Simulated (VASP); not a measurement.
# Re (P6_3/mmc) in VASP: notebook

The runs below take Re through single point, relaxation of cell and atoms, with PBE.

Program: VASP 6.6.1. These are calculated values, not measurements. Logs are shortened: lines on timing, memory, paths and dates and some standing lists are left out, and cuts for length are marked.

### 1 The cell of the first run

Symmetry: P6_3/mmc, No. 194, hexagonal system. Conventional cell: a = 2.776 Å, b = 2.776 Å, c = 4.482 Å, α = 90.00°, β = 90.00°, γ = 120.00°. Re (site symmetry -6m2) has 12 Re at 2.76 to 2.78 Å within 3.6 Å.

### 2 Single point, PBE

Contents of INCAR:

```
SYSTEM = Re
ALGO = Normal
EDIFF = 1E-7
ENCUT = 520
GGA = PE
ISIF = 2
ISMEAR = -1
LASPH = .True.
LCHARG = .False.
LREAL = .False.
LWAVE = .False.
NBANDS = 14
NELM = 60
PREC = Accurate
SIGMA = 0.05
```

Contents of KPOINTS:

```
k-points
0
Gamma
  17 17 9
  0 0 0
```

Contents of POSCAR:

```
Re
1.0
    2.7755478259      0.0000000000      0.0000000000
   -1.3877739130      2.4036949267      0.0000000000
    0.0000000000      0.0000000000      4.4824474845
Re
2
Direct
    0.3333333333      0.6666666667      0.2500000000
    0.6666666667      0.3333333333      0.7500000000
```

Potentials or basis: VASP PAW PBE potentials, release 64 (Re).

Launch:

```bash
> cat potpaw_PBE.64/Re/POTCAR > POTCAR
> mpirun -np 1 vasp_std > vasp.out
```

OUTCAR:

```text
SYSTEM = Re
   EDIFF = 1E-7
   ENCUT = 520
   GGA = PE
   ISIF = 2
   ISMEAR = -1
   LASPH = .True.
   LREAL = .False.
   NELM = 60
   PREC = Accurate

 ion  position               nearest neighbor table
   1  0.333  0.667  0.250-   2 2.76   2 2.76   2 2.76   2 2.76   2 2.76   2 2.76
   2  0.667  0.333  0.750-   1 2.76   1 2.76   1 2.76   1 2.76   1 2.76   1 2.76

  LATTYP: Found a hexagonal cell.
 ALAT       =     2.7755478259
 C/A-ratio  =     1.6149775704

  Lattice vectors:

 A1 = (   2.7755478259,   0.0000000000,   0.0000000000)
 A2 = (  -1.3877739130,   2.4036949267,   0.0000000000)
 A3 = (   0.0000000000,   0.0000000000,   4.4824474845)

Analysis of symmetry for initial positions (statically):
=====================================================================
 Subroutine PRICEL returns:
 Original cell was already a primitive cell.

 Routine SETGRP: Setting up the symmetry group for a
 hexagonal supercell.

 Subroutine GETGRP returns: Found 24 space group operations
 (whereof 12 operations were pure point group operations)
 out of a pool of 24 trial point group operations.

The static configuration has the point symmetry D_3d.
 The point group associated with its full space group is D_6h.

Analysis of symmetry for dynamics (positions and initial velocities):
=====================================================================
 Subroutine PRICEL returns:
 Original cell was already a primitive cell.

 Routine SETGRP: Setting up the symmetry group for a
 hexagonal supercell.

 Subroutine GETGRP returns: Found 24 space group operations
 (whereof 12 operations were pure point group operations)
 out of a pool of 24 trial point group operations.

The dynamic configuration has the point symmetry D_3d.
 The point group associated with its full space group is D_6h.

 Subroutine INISYM returns: Found 24 space group operations
 (whereof 12 operations are pure point group operations),
 and found     1 'primitive' translations

----------------------------------------------------------------------------------------

                                     Primitive cell

  volume of cell :      29.9050

  direct lattice vectors                    reciprocal lattice vectors
     2.775547826  0.000000000  0.000000000     0.360289234  0.208013086  0.000000000
    -1.387773913  2.403694927  0.000000000     0.000000000  0.416026172  0.000000000
     0.000000000  0.000000000  4.482447484     0.000000000  0.000000000  0.223092407

  length of vectors
[... 91 lines left out ...]
   TEBEG  =    0.0;   TEEND  =   0.0 temperature during run
   PSTRESS=    0.0 pullay stress
   NELECT =      14.0000    total number of electrons
   NUPDOWN=      -1.0000    fix difference up-down
   EMIN   =  10.00;   EMAX   =-10.00  energy-range for DOS
   EFERMI =   0.00;   METHOD = LEGACY
   ISMEAR =    -1;   SIGMA  =   0.05  broadening in eV -4-tet -1-fermi 0-gaus
   EFERMI_NEDOS =   21; number of points for ismear=-14 and -15
   IALGO  =     38    algorithm
   IMIX   =      4    mixing-type and parameters
     AMIX     =   0.40;   BMIX     =  1.00
     AMIX_MAG =   1.60;   BMIX_MAG =  1.00
  volume/ion in A,a.u.               =      14.95       100.90
  Fermi-wavevector in a.u.,A,eV,Ry     =   1.271168  2.402160 21.985234  1.615869
  Thomas-Fermi vector in A             =   2.404116
   LORBIT       =      0    0 simple, 1 ext, 2 COOP (PROOUT), +10 PAW based schemes
   GGA     = PE    functional components
   LHFCALC =     F    Hartree Fock is set to
   AEXX    =    0.0000 exact exchange contribution
   IVDW    =     0    specifies the selected vdW correction
   LEPSILON=     F    determine dielectric tensor
   LRPA    =     F    only Hartree local field effects (RPA)
 non-spin polarized calculation
  energy-cutoff  :      520.00
  volume of cell :       29.90
 maximum number of plane-waves:       817
 NGX is ok and might be reduce to    24
   NGX = 11   NGY = 11   NGZ = 17

 number of electron      14.0000000 magnetization

 Free energy of the ion-electron system (eV)
  ---------------------------------------------------
  ext. energy  EPLUGINS =         0.00000000
  ---------------------------------------------------
  free energy    TOTEN  =       -24.85961610 eV

  energy without entropy =      -24.84714504  energy(sigma->0) =      -24.85338057

 E-fermi :   7.6821     XC(G=0): -13.6419

 val. band max:        7.6703270306   @ k =   0.3529   0.1765   0.3333
 cond. band min:       7.6965480527   @ k =   0.1176   0.1176   0.2222
 fundamental gap:      0.0262210220
 Fermi energy:         7.6821276772

 k-point     1 :       0.0000    0.0000    0.0000
  band No.  band energies     occupation
      1      -2.0675      2.00000
      2       1.1824      2.00000
      3       6.1482      2.00000
      4       6.1502      2.00000
      5       6.1502      2.00000
      6       6.9647      2.00000
      7       6.9647      2.00000
      8       7.8745      0.04181
      9       7.8745      0.04181
     10       8.2723      0.00001
     11      10.9769      0.00000
     12      10.9769      0.00000
     13      17.4904      0.00000
     14      21.8139      0.00000
[... 377 lines left out ...]
      1       1.0311      2.00000
      2       3.3606      2.00000
      3       3.8478      2.00000
      4       3.9108      2.00000
      5       5.7664      2.00000
      6       6.0226      2.00000
      7       7.2078      1.99985
      8       8.1805      0.00009
      9       9.5744      0.00000
     10      10.4907      0.00000
     11      11.4737      0.00000
     12      16.8734      0.00000
     13      17.7287      0.00000
     14      21.3485      0.00000

 [... further k-points ...]

------------------------ aborting loop because EDIFF is reached ----------------------------------------

  FORCE on cell =-STRESS in cart. coord.  units (eV):
  Direction    XX          YY          ZZ          XY          YZ          ZX
  --------------------------------------------------------------------------------------
  -------------------------------------------------------------------------------------
  Total       -0.0938805     -0.0938805     -0.1254875      0.0000000     -0.0000000      0.0000000
  in kB       -5.0297093     -5.0297093     -6.7230697      0.0000000     -0.0000000      0.0000000
  external PRESSURE =      -5.5941628 kB  Pullay stress =       0.0000000 kB

 VOLUME and BASIS-vectors are now :
 -----------------------------------------------------------------------------
  energy-cutoff  :      520.00
  volume of cell :       29.90
      direct lattice vectors                 reciprocal lattice vectors
     2.775547826  0.000000000  0.000000000     0.360289234  0.208013086  0.000000000
    -1.387773913  2.403694927  0.000000000     0.000000000  0.416026172  0.000000000
     0.000000000  0.000000000  4.482447484     0.000000000  0.000000000  0.223092407

 POSITION                                       TOTAL-FORCE (eV/Angst)
 -----------------------------------------------------------------------------------
     -0.00000      1.60246      1.12061         0.000000     -0.000000      0.000000
      1.38777      0.80123      3.36184        -0.000000      0.000000      0.000000
 -----------------------------------------------------------------------------------
    total drift:                               -0.000000      0.000000     -0.000000

  FREE ENERGIE OF THE ION-ELECTRON SYSTEM (eV)
  ---------------------------------------------------
  free  energy   TOTEN  =       -24.8596160986 eV

  energy  without entropy=      -24.8471450427  energy(sigma->0) =      -24.85338057
```

OSZICAR:

```text
N       E                     dE             d eps       ncg     rms          rms(c)
DAV:   1     0.206057950735E+02    0.20606E+02   -0.67609E+03  9216   0.123E+03
DAV:   2    -0.252279678358E+02   -0.45834E+02   -0.40404E+02  7520   0.283E+02
DAV:   3    -0.262771383027E+02   -0.10492E+01   -0.10250E+01  7246   0.434E+01
DAV:   4    -0.262874473813E+02   -0.10309E-01   -0.10303E-01  7036   0.313E+00
DAV:   5    -0.262876621914E+02   -0.21481E-03   -0.21479E-03  7176   0.786E-01    0.414E+01
DAV:   6    -0.252245141502E+02    0.10631E+01   -0.85039E-01  8036   0.258E+01    0.165E+01
DAV:   7    -0.248737333898E+02    0.35078E+00   -0.55349E-01  8080   0.204E+01    0.700E-01
DAV:   8    -0.248602945469E+02    0.13439E-01   -0.90786E-03  8492   0.118E+00    0.238E-01
DAV:   9    -0.248595984650E+02    0.69608E-03   -0.41487E-04  8524   0.228E-01    0.415E-02
DAV:  10    -0.248596148256E+02   -0.16361E-04   -0.38332E-05  7266   0.427E-02    0.128E-02
DAV:  11    -0.248596169302E+02   -0.21045E-05   -0.91053E-07  6864   0.257E-02    0.203E-03
DAV:  12    -0.248596161531E+02    0.77704E-06   -0.21166E-07  4838   0.860E-03    0.620E-04
DAV:  13    -0.248596160986E+02    0.54569E-07   -0.26464E-08  3534   0.379E-03
   1 F= -.24859616E+02 E0= -.24853381E+02  d E =-.124711E-01
```

stdout:

```text
POSCAR found type information on POSCAR Re
 POSCAR found :  1 types and       2 ions
 scaLAPACK will be used
 LDA part: xc-table for (Slater+PW92), standard interpolation
 POSCAR, INCAR and KPOINTS ok, starting setup
 FFT: planning ... GRIDC
 FFT: planning ... GRID_SOFT
 FFT: planning ... GRID
 WAVECAR not read
 entering main loop
```

Wall time 81 s (1 thread of Intel Xeon Platinum 8375C at 2.90GHz (Ice Lake), shared host); peak memory 0.2 GiB.

What came out:

| Property | Result |
| --- | --- |
| Free energy | -24.8596 eV |
| Pressure | -0.6 GPa |
| Band gap on the k mesh | zero (band 7 reaches 9.14 eV, above the bottom of band 8 at 6.12 eV) |

Caveat: spin-orbit coupling is left out, which moves the levels of the heavy elements.

### 3 Single point, PBE

This run uses another cell than the first one, of 16.05 Å³/atom, 1.073 times its volume.

Contents of INCAR:

```
SYSTEM = Re
  PREC = Accurate
  ENCUT = 520
  EDIFF = 1E-6
  ISMEAR = -1
  SIGMA = 0.05
  LREAL = .False.
  LASPH = .True.
  NELM = 80
  ALGO = Normal
  ISIF = 2
  LWAVE = .False.
  LCHARG = .True.
  GGA = PE
  LELF = .True.
  LVHAR = .True.
  NBANDS = 14
```

Contents of KPOINTS:

```
regular mesh
0
Gamma
  17 17 9
  0 0 0
```

Contents of POSCAR:

```
Re
1.0
    2.8520687757      0.0000000000      0.0000000000
   -1.4260343879      2.4699640131      0.0000000000
    0.0000000000      0.0000000000      4.5563727988
Re
2
Direct
    0.3333333333      0.6666666667      0.2500000000
    0.6666666667      0.3333333333      0.7500000000
```

Potentials or basis: VASP PAW PBE potentials, release 64 (Re).

Launch:

```bash
> cat potpaw_PBE.64/Re/POTCAR > POTCAR
> mpirun -np 1 vasp_std > vasp.out
```

It took 56 s on 1 thread of Intel Xeon Platinum 8375C at 2.90GHz (Ice Lake), shared host; peak memory 0.2 GiB.

Results (log left out):

- Free energy: -24.6889 eV
- Pressure: -22.8 GPa
- Band gap on the k mesh: zero (band 7 reaches 8.12 eV, above the bottom of band 8 at 5.41 eV)

Stress tensor (GPa, compression positive):
```
-23.83   0.00   0.00
  0.00 -23.83   0.00
  0.00   0.00 -20.66
```

Levels at points of the mesh, in eV from the Fermi level:
```csv
k point,band 5,band 6,band 7,band 8,band 9,band 10
"(0.00, 0.00, 0.00)",-1.24,-0.61,-0.61,0.11,0.11,0.61
```

Caveat: spin-orbit coupling is left out, which moves the levels of the heavy elements.

### 4 Relaxation of cell and atoms, PBE

Contents of INCAR:

```
SYSTEM = Re
PREC = Accurate
ENCUT = 600
EDIFF = 1E-6
ISMEAR = -1
SIGMA = 0.05
LREAL = .False.
LASPH = .True.
NELM = 80
ALGO = Normal
ISIF = 3
LWAVE = .False.
LCHARG = .False.
GGA = PE
IBRION = 2
NSW = 60
EDIFFG = -0.005
```

KPOINTS is that of step 3.

Contents of POSCAR:

```
Re
1.0
    2.7728322014      0.0000000000      0.0000000000
   -1.3864161007      2.4013431268      0.0000000000
    0.0000000000      0.0000000000      4.4919881662
Re
2
Direct
    0.3333333333      0.6666666667      0.2500000000
    0.6666666667      0.3333333333      0.7500000000
```

Launch:

```bash
> cat potpaw_PBE.64/Re/POTCAR > POTCAR
> mpirun -np 1 vasp_std > vasp.out
```

Run time: 78 s. Hardware: 1 thread of AMD EPYC 9R45 (Zen 5), shared host; peak memory 0.18 GiB.

Results (log left out):

```yaml
Free_energy: -24.8619 eV
Relaxed_volume: 14.93 Å³/atom
Relaxed_cell: a = 2.775 Å, b = 2.775 Å, c = 4.480 Å, α = 90.00°, β = 90.00°, γ = 120.00°
Space_group_after_relaxing_to_0.05_Å: P6_3/mmc (No. 194)
Energy_gained_by_relaxing: 0.2 meV/atom
Ionic_steps: 5
Pressure_after_relaxing: 0.0 GPa
Band_gap_on_the_k_mesh: zero (band 7 reaches 9.16 eV, above the bottom of band 8 at 6.13 eV)
```

Step by step:
| step | energy change (eV) | largest force (eV/Å) | pressure (GPa) | volume (Å³) |
| --- | --- | --- | --- | --- |
| 1 | 0.0000 | 0.0000 | -0.49 | 29.91 |
| 2 | 0.0010 | 0.0000 | 1.99 | 29.71 |
| 3 | -0.0004 | 0.0000 | 0.32 | 29.84 |
| 4 | -0.0002 | 0.0000 | -0.66 | 29.93 |
| 5 | -0.0004 | 0.0000 | -0.02 | 29.87 |

Final structure:
```yaml
crystal:
  lattice:
    - [2.77463, 0.00000, 0.00000]
    - [-1.38732, 2.40290, 0.00000]
    - [0.00000, 0.00000, 4.47997]
  atoms:
    - { symbol: Re, position: [0.33333, 0.66667, 0.25000] }
    - { symbol: Re, position: [0.66667, 0.33333, 0.75000] }
```

Levels at points of the mesh, in eV from the Fermi level:
```tsv
k point	band 5	band 6	band 7	band 8	band 9	band 10
(0.00, 0.00, 0.00)	-1.53	-0.72	-0.72	0.19	0.19	0.59
```

Caveat: spin-orbit coupling is left out, which moves the levels of the heavy elements.

### 5 Relaxation of cell and atoms, PBE

Contents of INCAR:

```
ALGO = Normal
EDIFF = 1E-6
EDIFFG = -0.005
ENCUT = 600
GGA = PE
IBRION = 2
ISIF = 3
ISMEAR = -1
LASPH = T
LCHARG = F
LREAL = F
LWAVE = F
NELM = 60
NSW = 45
PREC = Accurate
SIGMA = 0.05
```

Contents of KPOINTS:

```
k-points
0
Gamma
  17 17 9
```

Contents of POSCAR:

```
Re
1.0
    2.7755478259      0.0000000000      0.0000000000
   -1.3877739130      2.4036949266      0.0000000000
    0.0000000000      0.0000000000      4.4824474845
Re
2
Direct
    0.3333333333      0.6666666667      0.2500000000
    0.6666666667      0.3333333333      0.7500000000
```

Potentials or basis: VASP PAW PBE potentials, release 64 (Re).

Launch:

```bash
> cat potpaw_PBE.64/Re/POTCAR > POTCAR
> mpirun -np 1 vasp_std > vasp.out
```

OUTCAR:

```text
EDIFF = 1E-6
   EDIFFG = -0.005
   ENCUT = 600
   GGA = PE
   IBRION = 2
   ISIF = 3
   ISMEAR = -1
   LASPH = T
   LREAL = F
   NELM = 60
   NSW = 45
   PREC = Accurate

 ion  position               nearest neighbor table
   1  0.333  0.667  0.250-   2 2.76   2 2.76   2 2.76   2 2.76   2 2.76   2 2.76
   2  0.667  0.333  0.750-   1 2.76   1 2.76   1 2.76   1 2.76   1 2.76   1 2.76

  LATTYP: Found a hexagonal cell.
 ALAT       =     2.7755478259
 C/A-ratio  =     1.6149775704

  Lattice vectors:

 A1 = (   2.7755478259,   0.0000000000,   0.0000000000)
 A2 = (  -1.3877739130,   2.4036949266,   0.0000000000)
 A3 = (   0.0000000000,   0.0000000000,   4.4824474845)

Analysis of symmetry for initial positions (statically):
=====================================================================
 Subroutine PRICEL returns:
[... 304 lines left out ...]
      4       6.1604      2.00000
      5       6.1606      2.00000
      6       6.9768      2.00000
      7       6.9768      2.00000
      8       7.8866      0.04269
      9       7.8866      0.04269
     10       8.2893      0.00001
     11      10.9954      0.00000
[... 309 lines left out ...]
 k-point    24 :       0.1765    0.1765    0.0000
  band No.  band energies     occupation
      1       1.0397      2.00000
      2       3.3675      2.00000
      3       3.8554      2.00000
      4       3.9178      2.00000
      5       5.7760      2.00000
      6       6.0341      2.00000
      7       7.2206      1.99985
      8       8.1958      0.00009
      9       9.5899      0.00000
     10      10.5082      0.00000
     11      11.4944      0.00000

 [... further k-points ...]

------------------------ aborting loop because EDIFF is reached ----------------------------------------

  FORCE on cell =-STRESS in cart. coord.  units (eV):
  Direction    XX          YY          ZZ          XY          YZ          ZX
  --------------------------------------------------------------------------------------
  -------------------------------------------------------------------------------------
  Total        0.0071844      0.0071844     -0.0085847     -0.0000000     -0.0000000      0.0000000
  in kB        0.3853225      0.3853225     -0.4604241     -0.0000000     -0.0000000      0.0000000
  external PRESSURE =       0.1034070 kB  Pullay stress =       0.0000000 kB
[... 17 lines left out ...]
  FREE ENERGIE OF THE ION-ELECTRON SYSTEM (eV)
  ---------------------------------------------------
  free  energy   TOTEN  =       -24.8618906873 eV

  energy  without entropy=      -24.8494294324  energy(sigma->0) =      -24.85566006

 reached required accuracy - stopping structural energy minimisation
```

CONTCAR:

```text
Re
   1.00000000000000
     2.7746889791315876    0.0000000000000179    0.0000000000000000
    -1.3873444896157627    2.4029511434806325   -0.0000000000000000
     0.0000000000000000   -0.0000000000000000    4.4804070919899965
  Re
     2
Direct
     0.3333333332999970    0.6666666667000030    0.2500000000000000
     0.6666666667000030    0.3333333332999970    0.7500000000000000

  0.00000000E+00  0.00000000E+00  0.00000000E+00
  0.00000000E+00  0.00000000E+00  0.00000000E+00
```

It took 56 s on 1 thread of AMD EPYC 9R45 (Zen 5), shared host; peak memory 0.18 GiB.

Results:

| Property | Result |
| --- | --- |
| Free energy | -24.8619 eV |
| Relaxed volume | 14.94 Å³/atom |
| Relaxed cell | a = 2.775 Å, b = 2.775 Å, c = 4.480 Å, α = 90.00°, β = 90.00°, γ = 120.00° |
| Space group after relaxing (to 0.05 Å) | P6_3/mmc (No. 194) |
| Energy gained by relaxing | 0.0 meV/atom |
| Ionic steps | 4 |
| Pressure after relaxing | 0.0 GPa |
| Band gap on the k mesh | zero (band 7 reaches 9.16 eV, above the bottom of band 8 at 6.13 eV) |

Stress tensor (GPa, compression positive):
```
 0.04  0.00  0.00
 0.00  0.04  0.00
 0.00  0.00 -0.05
```

Final structure:
```
Re
1.0
     2.77469    0.00000    0.00000
    -1.38734    2.40295    0.00000
     0.00000    0.00000    4.48041
Re
2
Direct
  0.33333 0.66667 0.25000
  0.66667 0.33333 0.75000
```

Levels at points of the mesh, in eV from the Fermi level:
| k point | band 4 | band 5 | band 6 | band 7 | band 8 | band 9 | band 10 | band 11 |
| --- | --- | --- | --- | --- | --- | --- | --- | --- |
| (0.00, 0.00, 0.00) | -1.53 | -1.53 | -0.72 | -0.72 | 0.19 | 0.19 | 0.59 | 3.30 |

Caveat: spin-orbit coupling is left out, which moves the levels of the heavy elements.

### 6 Summary

| task | cell | cutoff (eV) | gap on the mesh (eV) | pressure (GPa) | relaxed volume (Å³/atom) |
| --- | --- | --- | --- | --- | --- |
| single point | a = 2.776, b = 2.776, c = 4.482 Å, angles 90.0, 90.0, 120.0°, 2 atoms | 520 | none | -0.6 | - |
| single point | a = 2.852, b = 2.852, c = 4.556 Å, angles 90.0, 90.0, 120.0°, 2 atoms | 520 | none | -22.8 | - |
| relaxation of cell and atoms | relaxed from a = 2.773, b = 2.773, c = 4.492 Å, angles 90.0, 90.0, 120.0°, 2 atoms | 600 | none | 0.0 | 14.93 |
| relaxation of cell and atoms | relaxed from a = 2.776, b = 2.776, c = 4.482 Å, angles 90.0, 90.0, 120.0°, 2 atoms | 600 | none | 0.0 | 14.94 |

Alike in all rows: level PBE; potentials or basis VASP PAW PBE potentials, release 64 (Re); no spin polarisation; k mesh 17 × 17 × 9; smearing fermi-dirac 0.05 eV.

Caveats: spin-orbit coupling is left out, which moves the levels of the heavy elements.

Absolute energies hang on the potentials; compare differences alone.
